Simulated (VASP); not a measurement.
A run of VASP 6.6.1 is set up as follows.

File INCAR:

```
ALGO = Normal
EDIFF = 1E-6
ENCUT = 520
GGA = PE
ISIF = 2
ISMEAR = -1
LASPH = T
LCHARG = F
LREAL = F
LWAVE = F
NBANDS = 28
NELM = 80
PREC = Accurate
SIGMA = 0.05
```

Contents of KPOINTS:

```
k-points
0
Gamma
  9 9 5
```

The input POSCAR:

```
PbS
1.0
    3.8619902660      0.0000000000      0.0000000000
   -1.9309951330      3.3445816796      0.0000000000
    0.0000000000      0.0000000000      7.2389049740
Pb S
2 2
Direct
    0.0000000000      0.0000000000      0.0000000000
    0.0000000000      0.0000000000      0.5000000000
    0.3333333333      0.6666666667      0.2500000000
    0.6666666667      0.3333333333      0.7500000000
```

Potentials or basis: VASP PAW PBE potentials, release 64 (Pb_d, S).

Command:

```bash
$ cat potpaw_PBE.64/Pb_d/POTCAR potpaw_PBE.64/S/POTCAR > POTCAR
$ mpirun -np 1 vasp_std > vasp.out
```

Problem. Estimate the band gap on the k mesh.

Solution. Zero (bands 20 and 21 overlap by 0.47 eV).

Problem. Estimate the pressure.

Solution. 10.9 GPa.

Caveat: the cell stands under pressure; semilocal functionals underestimate gaps, so a narrow gap can read as zero; spin-orbit coupling is left out, which moves the levels of the heavy elements.
